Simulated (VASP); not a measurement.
Crystal: Cu.

```
Cu
1.0
    -1.44279    1.44279    1.37608
     1.44279   -1.44279    1.37608
     1.44279    1.44279   -1.37608
Cu
1
Direct
  0.00000 0.00000 0.00000
```

```yaml
Program: VASP 6.6.1
Task: relaxation of cell and atoms
Functional: PBEsol
Dispersion: D4
Potentials_or_basis: VASP PAW PBE potentials, release 64 (Cu)
Cutoff: 600 eV
k_mesh: 13 × 13 × 13
Occupations: fermi-dirac, width 0.05 eV
Spin: no spin polarisation
```

At the start: pressure -4.8 GPa; volume 11.46 Å³/atom.

Question: Where does the relaxation end?

Answer: Over 3 steps the energy falls by 5.1 meV/atom and the volume is 11.13 Å³/atom (-2.9 %); space group I4/mmm (No. 139, to 0.1 Å) before and after.

The path:
```csv
step,energy change (eV),largest force (eV/Å),pressure (GPa),volume (Å³)
1,0.0000,0.0000,-4.77,11.46
2,-0.0025,0.0000,3.79,10.90
3,-0.0051,0.0000,-0.03,11.13
```

Final structure:
```
Cu
1.0
    -1.42887    1.42887    1.36255
     1.42887   -1.42887    1.36255
     1.42887    1.42887   -1.36255
Cu
1
Cartesian
  0.0000 0.0000 0.0000
```

Caveat: the PAW data sets were made with another functional, which shifts forces and pressure a little.
